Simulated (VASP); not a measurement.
Wanted: the native input for a VASP 6.6.1 run.

- Task: relaxation of cell and atoms
- Functional: LDA
- Potentials or basis: VASP PAW LDA potentials, release 64 (Ir)
- Cutoff: 600 eV
- k mesh: 19 × 19 × 19
- Occupations: fermi-dirac, width 0.08 eV
- Spin: no spin polarisation
- Dipole correction: no
- Further INCAR settings: ALGO = Normal; EDIFF = 1e-07; IBRION = 2; EDIFFG = -0.005; NSW = 60; ISIF = 3

The structure of Ir lies in POSCAR:

```
Ir
1.0
    0.0000000000      1.9197388244      1.9197388244
    1.9197388244      0.0000000000      1.9197388244
    1.9197388244      1.9197388244      0.0000000000
Ir
1
Direct
    0.0000000000      0.0000000000      0.0000000000
```

The input as run:

INCAR

```
SYSTEM = Ir
PREC = Accurate
ENCUT = 600
EDIFF = 1E-7
ISMEAR = -1
SIGMA = 0.08
LREAL = .FALSE.
LASPH = .TRUE.
NELM = 60
ALGO = Normal
ISIF = 3
LWAVE = .FALSE.
LCHARG = .FALSE.
GGA = CA
IBRION = 2
NSW = 60
EDIFFG = -0.005
```

KPOINTS

```
Automatic mesh
0
G
  19 19 19
  0 0 0
```

Potentials or basis: VASP PAW LDA potentials, release 64 (Ir).

Launch:

```sh
$ cat potpaw_LDA.64/Ir/POTCAR > POTCAR
$ mpirun -np 1 vasp_std > vasp.out
```

It gave:

| Item | Value |
| --- | --- |
| Relaxed volume | 13.94 Å³/atom |
| Relaxed cell | a = 2.701 Å, b = 2.701 Å, c = 2.701 Å, α = 60.00°, β = 60.00°, γ = 60.00° |
| Space group after relaxing (to 0.1 Å) | Fm-3m (No. 225) |
| Energy gained by relaxing | 3.9 meV/atom |
| Ionic steps | 4 |
| Pressure after relaxing | 0.0 GPa |
| Band gap on the k mesh | zero (an odd number of electrons rules out a gap without spin polarisation) |

Caveat: spin-orbit coupling is left out, which moves the levels of the heavy elements.

Wall time 98 s on 1 thread of Intel Xeon 8259CL, with other jobs on the host, peak memory 0.18 GiB.
